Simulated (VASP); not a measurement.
ZrB:

```
CELL_PARAMETERS angstrom
1.96143 -1.98572 0.00000
1.96143 1.98572 0.00000
0.00000 0.00000 4.01395
ATOMIC_POSITIONS crystal
Zr 0.00000 0.00000 0.50000
B 0.50000 0.50000 0.50000
```

```yaml
Program: VASP 6.6.1
Task: relaxation of cell and atoms
Functional: PBEsol
Dispersion: D3(BJ)
Potentials_or_basis: VASP PAW PBE potentials, release 64 (Zr_sv, B)
Cutoff: 600 eV
k_mesh: 10 × 10 × 7
Occupations: fermi-dirac, width 0.05 eV
Spin: no spin polarisation
```

At the start: pressure 68.8 GPa; volume 15.63 Å³/atom.

Problem. How do energy, volume and symmetry change on relaxing?

Solution. Over 18 steps the energy falls by 1872.1 meV/atom and the volume is 16.00 Å³/atom (+2.4 %); space group P4/mmm (No. 123, to 0.1 Å) before and after.

Step by step:
```csv
step,energy change (eV),largest force (eV/Å),pressure (GPa),volume (Å³)
1,0.0000,0.0000,68.84,31.27
2,0.2223,0.0000,-17.28,68.55
3,-2.9671,0.0000,-6.02,44.64
4,-2.9909,0.0000,-3.69,43.66
5,-2.9952,0.0000,-2.07,43.04
6,-2.9945,0.0000,-2.74,43.29
7,-3.0599,0.0000,-2.54,41.82
8,-3.3458,0.0000,-1.81,37.38
9,-3.5278,0.0000,11.50,28.38
10,-3.6408,0.0000,0.29,33.61
11,-3.7211,0.0000,4.19,31.00
12,-3.7233,0.0000,3.34,31.44
13,-3.7179,0.0000,0.17,31.32
14,-3.7366,0.0000,1.73,31.39
15,-3.7438,0.0000,0.40,31.87
16,-3.7442,0.0000,0.01,32.02
17,-3.7442,0.0000,0.02,32.01
18,-3.7442,0.0000,-0.01,32.01
```

Final structure:
```yaml
crystal:
  lattice:
    - [2.37064, -2.36997, 0.00000]
    - [2.37064, 2.36997, 0.00000]
    - [0.00000, 0.00000, 2.84862]
  atoms:
    - { symbol: Zr, position: [0.00000, 0.00000, 0.50000] }
    - { symbol: B, position: [0.50000, 0.50000, 0.50000] }
```

Caveat: a cell axis changed by over 15 % at a fixed basis, so the end point is rough; the PAW data sets were made with another functional, which shifts forces and pressure a little.
